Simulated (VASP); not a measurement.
# MgO (Fm-3m) in VASP: settings compared, part 2 of 2

VASP 6.6.1. The steps go on from the part before.

## Step 4: Single point, revPBE

Contents of INCAR:

```
ALGO = Normal
EDIFF = 1E-7
ENCUT = 520
GGA = RE
ISIF = 2
ISMEAR = -1
LASPH = True
LCHARG = False
LREAL = False
LWAVE = False
NBANDS = 11
NELM = 80
PREC = Accurate
SIGMA = 0.05
```

Contents of KPOINTS:

```
k-points
0
Gamma
  11 11 11
```

Contents of POSCAR:

```
MgO
1.0
    0.0000000000      2.0970013927      2.0970013927
    2.0970013927      0.0000000000      2.0970013927
    2.0970013927      2.0970013927      0.0000000000
Mg O
1 1
Direct
    0.0000000000      0.0000000000      0.0000000000
    0.5000000000      0.5000000000      0.5000000000
```

Potentials or basis: VASP PAW PBE potentials, release 64 (Mg, O).

Command:

```console
> cat potpaw_PBE.64/Mg/POTCAR potpaw_PBE.64/O/POTCAR > POTCAR
> mpirun -np 1 vasp_std > vasp.out
```

OUTCAR:

```text
EDIFF = 1E-7
   ENCUT = 520
   GGA = RE
   ISIF = 2
   ISMEAR = -1
   LASPH = True
   LREAL = False
   NELM = 80
   PREC = Accurate

 ion  position               nearest neighbor table
   1  0.000  0.000  0.000-   2 2.10   2 2.10   2 2.10   2 2.10   2 2.10   2 2.10
   2  0.500  0.500  0.500-   1 2.10   1 2.10   1 2.10   1 2.10   1 2.10   1 2.10

  LATTYP: Found a face centered cubic cell.
 ALAT       =     4.1940027854

  Lattice vectors:

 A1 = (   0.0000000000,   2.0970013927,   2.0970013927)
 A2 = (   2.0970013927,   0.0000000000,   2.0970013927)
 A3 = (   2.0970013927,   2.0970013927,   0.0000000000)

Analysis of symmetry for initial positions (statically):
=====================================================================
 Subroutine PRICEL returns:
 Original cell was already a primitive cell.

 Routine SETGRP: Setting up the symmetry group for a
 face centered cubic supercell.

 Subroutine GETGRP returns: Found 48 space group operations
 (whereof 48 operations were pure point group operations)
 out of a pool of 48 trial point group operations.

The static configuration has the point symmetry O_h .

Analysis of symmetry for dynamics (positions and initial velocities):
=====================================================================
 Subroutine PRICEL returns:
 Original cell was already a primitive cell.

 Routine SETGRP: Setting up the symmetry group for a
 face centered cubic supercell.

 Subroutine GETGRP returns: Found 48 space group operations
 (whereof 48 operations were pure point group operations)
 out of a pool of 48 trial point group operations.

The dynamic configuration has the point symmetry O_h .

 Subroutine INISYM returns: Found 48 space group operations
 (whereof 48 operations are pure point group operations),
 and found     1 'primitive' translations

----------------------------------------------------------------------------------------

                                     Primitive cell

  volume of cell :      18.4428

  direct lattice vectors                    reciprocal lattice vectors
     0.000000000  2.097001393  2.097001393    -0.238435702  0.238435702  0.238435702
     2.097001393  0.000000000  2.097001393     0.238435702 -0.238435702  0.238435702
     2.097001393  2.097001393  0.000000000     0.238435702  0.238435702 -0.238435702

  length of vectors
     2.965607810  2.965607810  2.965607810     0.412982751  0.412982751  0.412982751

  position of ions in fractional coordinates (direct lattice)
     0.000000000  0.000000000  0.000000000
     0.500000000  0.500000000  0.500000000

  ion indices of the primitive-cell ions
   primitive index   ion index
                 1           1
                 2           2

----------------------------------------------------------------------------------------

 KPOINTS: k-points

Automatic generation of k-mesh.
 Grid dimensions read from file:
 generate k-points for:   11   11   11

 Generating k-lattice:

  Cartesian coordinates                     Fractional coordinates (reciprocal lattice)
    -0.021675973  0.021675973  0.021675973     0.090909091  0.000000000  0.000000000
     0.021675973 -0.021675973  0.021675973     0.000000000  0.090909091  0.000000000
     0.021675973  0.021675973 -0.021675973     0.000000000  0.000000000  0.090909091

  Length of vectors
     0.037543886  0.037543886  0.037543886

  Shift w.r.t. Gamma in fractional coordinates (k-lattice)
     0.000000000  0.000000000  0.000000000

 Subroutine IBZKPT returns following result:
 ===========================================

 Found     56 irreducible k-points:

 Following reciprocal coordinates:
            Coordinates               Weight
  0.000000  0.000000  0.000000      1.000000
  0.090909  0.000000  0.000000      8.000000
  0.181818  0.000000  0.000000      8.000000
  0.272727  0.000000  0.000000      8.000000
  0.363636  0.000000  0.000000      8.000000
  0.454545  0.000000  0.000000      8.000000
[... 16 lines left out ...]
 -0.272727  0.181818  0.000000     24.000000
 -0.181818  0.181818  0.000000     12.000000
 [... further k-points ...]
   k-points           NKPTS =     56   k-points in BZ     NKDIM =     56   number of bands    NBANDS=     11
   number of dos      NEDOS =    301   number of ions     NIONS =      2
   total plane-waves  NPLWV =  13824
   dimension x,y,z NGX =    24 NGY =   24 NGZ =   24
   dimension x,y,z NGXF=    48 NGYF=   48 NGZF=   48
   ions per type =               1   1
   NGX,Y,Z   is equivalent  to a cutoff of  13.45, 13.45, 13.45 a.u.
   NGXF,Y,Z  is equivalent  to a cutoff of  26.91, 26.91, 26.91 a.u.
 SYSTEM =  unknown system
   PREC   = accura    normal or accurate (medium, high low for compatibility)
   ISTART =      0    job   : 0-new  1-cont  2-samecut
   ICHARG =      2    charge: 1-file 2-atom 10-const
   ISPIN  =      1    spin polarized calculation?
   LNONCOLLINEAR =      F non collinear calculations
   LSORBIT =      F    spin-orbit coupling
   LASPH  =      T    aspherical Exc in radial PAW
   ENCUT  =  520.0 eV  38.22 Ry    6.18 a.u.   5.51  5.51  5.51*2*pi/ulx,y,z
   NELM   =     80;   NELMIN=  2; NELMDL= -5     # of ELM steps
   EDIFF  = 0.1E-06   stopping-criterion for ELM
   LREAL  =      F    real-space projection
   EDIFFG = 0.1E-05   stopping-criterion for IOM
   NSW    =      0    number of steps for IOM
   IBRION =     -1    ionic relax: 0-MD 1-quasi-New 2-CG
   NFREE  =      0    steps in history (QN), initial steepest desc. (CG)
   ISIF   =      2    stress and relaxation
   ISYM   =      2    0-nonsym 1-usesym 2-fastsym
   POTIM  = 0.5000    time-step for ionic-motion
   TEBEG  =    0.0;   TEEND  =   0.0 temperature during run
   PSTRESS=    0.0 pullay stress
   NELECT =       8.0000    total number of electrons
   NUPDOWN=      -1.0000    fix difference up-down
   EMIN   =  10.00;   EMAX   =-10.00  energy-range for DOS
   EFERMI =   0.00;   METHOD = LEGACY
   ISMEAR =    -1;   SIGMA  =   0.05  broadening in eV -4-tet -1-fermi 0-gaus
   EFERMI_NEDOS =   21; number of points for ismear=-14 and -15
   IALGO  =     38    algorithm
   IMIX   =      4    mixing-type and parameters
     AMIX     =   0.40;   BMIX     =  1.00
     AMIX_MAG =   1.60;   BMIX_MAG =  1.00
  volume/ion in A,a.u.               =       9.22        62.23
  Fermi-wavevector in a.u.,A,eV,Ry     =   1.239261  2.341864 20.895389  1.535768
  Thomas-Fermi vector in A             =   2.373752
   LORBIT       =      0    0 simple, 1 ext, 2 COOP (PROOUT), +10 PAW based schemes
   GGA     = RE    functional components
   LHFCALC =     F    Hartree Fock is set to
   AEXX    =    0.0000 exact exchange contribution
   IVDW    =     0    specifies the selected vdW correction
   LEPSILON=     F    determine dielectric tensor
   LRPA    =     F    only Hartree local field effects (RPA)
 non-spin polarized calculation
  energy-cutoff  :      520.00
  volume of cell :       18.44
 maximum number of plane-waves:       531
 NGX is ok and might be reduce to    24
   NGX = 11   NGY = 11   NGZ = 11

 number of electron       8.0000004 magnetization

 Free energy of the ion-electron system (eV)
  ---------------------------------------------------
  ext. energy  EPLUGINS =         0.00000000
  ---------------------------------------------------
  free energy    TOTEN  =       -11.29098898 eV

  energy without entropy =      -11.29098898  energy(sigma->0) =      -11.29098898

 E-fermi :   4.3764     XC(G=0): -10.9667

 val. band max:        3.4053602522   @ k =   0.0000   0.0000   0.0000
 cond. band min:       8.3395167632   @ k =   0.0000   0.0000   0.0000
 fundamental gap:      4.9341565110
 Fermi energy:         4.3763971849

 k-point     1 :       0.0000    0.0000    0.0000
  band No.  band energies     occupation
      1     -13.9801      2.00000
      2       3.4054      2.00000
      3       3.4054      2.00000
      4       3.4054      2.00000
      5       8.3395      0.00000
      6      19.3794      0.00000
      7      19.3794      0.00000
      8      19.3794      0.00000
      9      23.2858      0.00000
     10      25.1219      0.00000
     11      25.1219      0.00000
[... 309 lines left out ...]
 k-point    24 :      -0.1818    0.1818    0.0000
  band No.  band energies     occupation
      1     -13.1885      2.00000
      2       0.5416      2.00000
      3       2.2839      2.00000
      4       3.0251      2.00000
      5      11.6456      0.00000
      6      15.6057      0.00000
      7      19.1520      0.00000
      8      21.6138      0.00000
      9      21.6796      0.00000
     10      24.9466      0.00000
     11      28.3320      0.00000

 [... further k-points ...]

------------------------ aborting loop because EDIFF is reached ----------------------------------------

  FORCE on cell =-STRESS in cart. coord.  units (eV):
  Direction    XX          YY          ZZ          XY          YZ          ZX
  --------------------------------------------------------------------------------------
  -------------------------------------------------------------------------------------
  Total        1.1414991      1.1414991      1.1414991      0.0000000     -0.0000000     -0.0000000
  in kB       99.1653634     99.1653634     99.1653634      0.0000000     -0.0000000     -0.0000000
  external PRESSURE =      99.1653634 kB  Pullay stress =       0.0000000 kB

 VOLUME and BASIS-vectors are now :
 -----------------------------------------------------------------------------
  energy-cutoff  :      520.00
  volume of cell :       18.44
      direct lattice vectors                 reciprocal lattice vectors
     0.000000000  2.097001393  2.097001393    -0.238435702  0.238435702  0.238435702
     2.097001393  0.000000000  2.097001393     0.238435702 -0.238435702  0.238435702
     2.097001393  2.097001393  0.000000000     0.238435702  0.238435702 -0.238435702

 POSITION                                       TOTAL-FORCE (eV/Angst)
 -----------------------------------------------------------------------------------
      0.00000      0.00000      0.00000         0.000000      0.000000      0.000000
      2.09700      2.09700      2.09700        -0.000000     -0.000000     -0.000000
 -----------------------------------------------------------------------------------
    total drift:                               -0.000000     -0.000000      0.000000

  FREE ENERGIE OF THE ION-ELECTRON SYSTEM (eV)
  ---------------------------------------------------
  free  energy   TOTEN  =       -11.2909889822 eV

  energy  without entropy=      -11.2909889821  energy(sigma->0) =      -11.29098898
```

stdout:

```text
POSCAR found type information on POSCAR MgO
 POSCAR found :  2 types and       2 ions
 scaLAPACK will be used
 -----------------------------------------------------------------------------
|                                                                             |
|                                                                             |
|     You enforced a specific xc type in the INCAR file but a different       |
|     I HOPE YOU KNOW WHAT YOU ARE DOING!                                     |
|                                                                             |
 -----------------------------------------------------------------------------

 LDA part: xc-table for (Slater+PW92), standard interpolation
 POSCAR, INCAR and KPOINTS ok, starting setup
 FFT: planning ... GRIDC
 FFT: planning ... GRID_SOFT
 FFT: planning ... GRID
 WAVECAR not read
 entering main loop
```

Wall time 6.4 s (1 thread of Intel Xeon Platinum 8488C (Sapphire Rapids), shared host); peak memory 0.14 GiB.

What came out:

```yaml
Free_energy: -11.2910 eV
Pressure: 9.9 GPa
Band_gap_on_the_k_mesh: 4.93 eV, direct
```

Levels at points of the mesh, in eV from the valence-band top:
| k point | band 1 | band 2 | band 3 | band 4 | band 5 | band 6 | band 7 | band 8 | band 9 |
| --- | --- | --- | --- | --- | --- | --- | --- | --- | --- |
| (0.00, 0.00, 0.00) | -17.39 | 0.00 | 0.00 | 0.00 | 4.93 | 15.97 | 15.97 | 15.97 | 19.88 |

Caveat: the PAW data sets were made with another functional, which shifts forces and pressure a little.

## Step 5: Single point, PBE+D4

This run uses another cell than the first one, of 9.44 Å³/atom, 1.023 times its volume.

Contents of INCAR:

```
  ALGO = Normal
  EDIFF = 1E-6
  ENCUT = 520
  GGA = PE
  ISIF = 2
  ISMEAR = -1
  IVDW = 13
  LASPH = T
  LCHARG = F
  LREAL = F
  LWAVE = F
  NBANDS = 11
  NELM = 60
  PREC = Accurate
  SIGMA = 0.05
```

KPOINTS is that of step 4.

Contents of POSCAR:

```
MgO
1.0
    0.0000000000      2.1131495361      2.1131495361
    2.1131495361      0.0000000000      2.1131495361
    2.1131495361      2.1131495361      0.0000000000
Mg O
1 1
Direct
    0.0000000000      0.0000000000      0.0000000000
    0.5000000000      0.5000000000      0.5000000000
```

Command:

```console
> cat potpaw_PBE.64/Mg/POTCAR potpaw_PBE.64/O/POTCAR > POTCAR
> mpirun -np 1 vasp_std > vasp.out
```

Wall time 6.4 s (1 thread of Intel Xeon Platinum 8488C (Sapphire Rapids), shared host); peak memory 0.14 GiB.

The run converged. Its results:

* Free energy: -12.2372 eV
* Pressure: -0.8 GPa
* Band gap on the k mesh: 4.63 eV, direct
* Dispersion energy per atom: -0.164 eV

Levels at points of the mesh, in eV from the valence-band top:
| k point | band 1 | band 2 | band 3 | band 4 | band 5 | band 6 | band 7 | band 8 |
| --- | --- | --- | --- | --- | --- | --- | --- | --- |
| (0.00, 0.00, 0.00) | -17.21 | 0.00 | 0.00 | 0.00 | 4.63 | 15.74 | 15.74 | 15.74 |

## Step 6: Single point, BLYP+D4

This run uses another cell than the first one, of 9.40 Å³/atom, 1.019 times its volume.

Contents of INCAR:

```
SYSTEM = MgO
PREC = Accurate
ENCUT = 520
EDIFF = 1E-7
ISMEAR = -1
SIGMA = 0.05
LREAL = .False.
LASPH = .True.
NELM = 100
ALGO = Normal
ISIF = 2
LWAVE = .False.
LCHARG = .True.
GGA = B5
ALDAX = 1.0
AGGAX = 1.0
AGGAC = 1.0
ALDAC = 0.0
IVDW = 13
VDW_S6 = 1.0
VDW_S8 = 2.34076671
VDW_A1 = 0.44488865
VDW_A2 = 4.0933009
LELF = .True.
LVHAR = .True.
NBANDS = 11
```

Contents of KPOINTS:

```
Automatic mesh
0
Gamma
  11 11 11
  0 0 0
```

Contents of POSCAR:

```
MgO
1.0
    0.0000000000      2.1105161252      2.1105161252
    2.1105161252      0.0000000000      2.1105161252
    2.1105161252      2.1105161252      0.0000000000
Mg O
1 1
Direct
    0.0000000000      0.0000000000      0.0000000000
    0.5000000000      0.5000000000      0.5000000000
```

Potentials or basis: VASP PAW PBE potentials, release 64 (Mg, O).

Command:

```console
> cat potpaw_PBE.64/Mg/POTCAR potpaw_PBE.64/O/POTCAR > POTCAR
> mpirun -np 1 vasp_std > vasp.out
```

OUTCAR:

```text
SYSTEM = MgO
   PREC = Accurate
   ENCUT = 520
   EDIFF = 1E-7
   ISMEAR = -1
   LREAL = .False.
   LASPH = .True.
   NELM = 100
   ISIF = 2
   GGA = B5
   IVDW = 13

 ion  position               nearest neighbor table
   1  0.000  0.000  0.000-   2 2.11   2 2.11   2 2.11   2 2.11   2 2.11   2 2.11
   2  0.500  0.500  0.500-   1 2.11   1 2.11   1 2.11   1 2.11   1 2.11   1 2.11

  LATTYP: Found a face centered cubic cell.
 ALAT       =     4.2210322504

  Lattice vectors:

 A1 = (   0.0000000000,   2.1105161252,   2.1105161252)
 A2 = (   2.1105161252,   0.0000000000,   2.1105161252)
 A3 = (   2.1105161252,   2.1105161252,   0.0000000000)

[... 522 lines left out ...]

  Edisp (eV):   -0.62011

  FORCE on cell =-STRESS in cart. coord.  units (eV):
  Direction    XX          YY          ZZ          XY          YZ          ZX
  --------------------------------------------------------------------------------------
  -------------------------------------------------------------------------------------
  Total      -0.09065    -0.09065    -0.09065    -0.00000    -0.00000    -0.00000
  in kB      -7.72494    -7.72494    -7.72494    -0.00000    -0.00000    -0.00000
  external pressure =       -7.72 kB  Pullay stress =        0.00 kB

 VOLUME and BASIS-vectors are now :
 -----------------------------------------------------------------------------
  energy-cutoff  :      520.00
  volume of cell :       18.80
      direct lattice vectors                 reciprocal lattice vectors
     0.000000000  2.110516125  2.110516125    -0.236908875  0.236908875  0.236908875
     2.110516125  0.000000000  2.110516125     0.236908875 -0.236908875  0.236908875
     2.110516125  2.110516125  0.000000000     0.236908875  0.236908875 -0.236908875

 POSITION                                       TOTAL-FORCE (eV/Angst)
 -----------------------------------------------------------------------------------
      0.00000      0.00000      0.00000        -0.000000      0.000000      0.000000
      2.11052      2.11052      2.11052         0.000000     -0.000000     -0.000000
 -----------------------------------------------------------------------------------
    total drift:                               -0.000000     -0.000000      0.000000

  FREE ENERGIE OF THE ION-ELECTRON SYSTEM (eV)
  ---------------------------------------------------
  free  energy   TOTEN  =       -11.9599012933 eV

  energy  without entropy=      -11.9599012933  energy(sigma->0) =      -11.95990129
```

OSZICAR:

```text
N       E                     dE             d eps       ncg     rms          rms(c)
DAV:   1     0.135067240997E+02    0.13507E+02   -0.46262E+03  1384   0.643E+02
DAV:   2    -0.126805588932E+02   -0.26187E+02   -0.25349E+02  1418   0.134E+02
DAV:   3    -0.132380523051E+02   -0.55749E+00   -0.55715E+00  1491   0.170E+01
DAV:   4    -0.132395318778E+02   -0.14796E-02   -0.14795E-02  1355   0.975E-01
DAV:   5    -0.132395367920E+02   -0.49142E-05   -0.49142E-05  1445   0.553E-02    0.799E+00
DAV:   6    -0.113641150290E+02    0.18754E+01   -0.10931E+01  1286   0.182E+01    0.232E+00
DAV:   7    -0.113489677659E+02    0.15147E-01   -0.69816E-02  1331   0.229E+00    0.138E+00
DAV:   8    -0.113403360345E+02    0.86317E-02   -0.36133E-02  1292   0.204E+00    0.260E-01
DAV:   9    -0.113398537363E+02    0.48230E-03   -0.61461E-04  1397   0.185E-01    0.140E-01
DAV:  10    -0.113397989929E+02    0.54743E-04   -0.40925E-04  1328   0.166E-01    0.703E-03
DAV:  11    -0.113397966582E+02    0.23347E-05   -0.55586E-06  1418   0.148E-02    0.561E-03
DAV:  12    -0.113397958793E+02    0.77886E-06   -0.75355E-07  1364   0.640E-03    0.808E-04
DAV:  13    -0.113397958850E+02   -0.57071E-08   -0.24166E-08   751   0.142E-03
   1 F= -.11959901E+02 E0= -.11959901E+02  d E =-.972931E-11
```

stdout:

```text
POSCAR found type information on POSCAR MgO
 POSCAR found :  2 types and       2 ions
 scaLAPACK will be used
 -----------------------------------------------------------------------------
|                                                                             |
|                                                                             |
|     You enforced a specific xc type in the INCAR file but a different       |
|     I HOPE YOU KNOW WHAT YOU ARE DOING!                                     |
|                                                                             |
 -----------------------------------------------------------------------------

 LDA part: xc-table for (Slater(with rela. corr.)+VWN5), standard interpolation
 POSCAR, INCAR and KPOINTS ok, starting setup
 FFT: planning ... GRIDC
 FFT: planning ... GRID_SOFT
 FFT: planning ... GRID
 WAVECAR not read
 entering main loop
```

Wall time 12 s (1 thread of Intel Xeon Platinum 8488C (Sapphire Rapids), shared host); peak memory 0.14 GiB.

Results:

```
Free energy                : -11.9599 eV
Pressure                   : -0.8 GPa
Band gap on the k mesh     : 4.95 eV, direct
Dispersion energy per atom : -0.310 eV
```

Caveat: the PAW data sets were made with another functional, which shifts forces and pressure a little.

## Step 7: The runs side by side

```tsv
level	cell	k mesh	smearing	grid for exact exchange (PRECFOCK)	gap on the mesh (eV)	pressure (GPa)
HF	a = 2.966 Å, angles 60.0°, 2 atoms	6 × 6 × 6	fermi-dirac 0.05 eV	Normal	15.68	-0.4
PBE	a = 2.966 Å, angles 60.0°, 2 atoms	7 × 7 × 7	fermi-dirac 0.02 eV	-	4.85	6.2
revPBE	a = 2.966 Å, angles 60.0°, 2 atoms	11 × 11 × 11	fermi-dirac 0.05 eV	-	4.93	9.9
PBE+D4	a = 2.988 Å, angles 60.0°, 2 atoms	11 × 11 × 11	fermi-dirac 0.05 eV	-	4.63	-0.8
BLYP+D4	a = 2.985 Å, angles 60.0°, 2 atoms	11 × 11 × 11	fermi-dirac 0.05 eV	-	4.95	-0.8
```

Alike in all rows: task single point; potentials or basis VASP PAW PBE potentials, release 64 (Mg, O); no spin polarisation; cutoff (eV) 520.

Caveats: some runs use coarse meshes; the PAW data sets were made with another functional, which shifts forces and pressure a little (some runs).

Absolute energies hang on the potentials; compare differences alone.
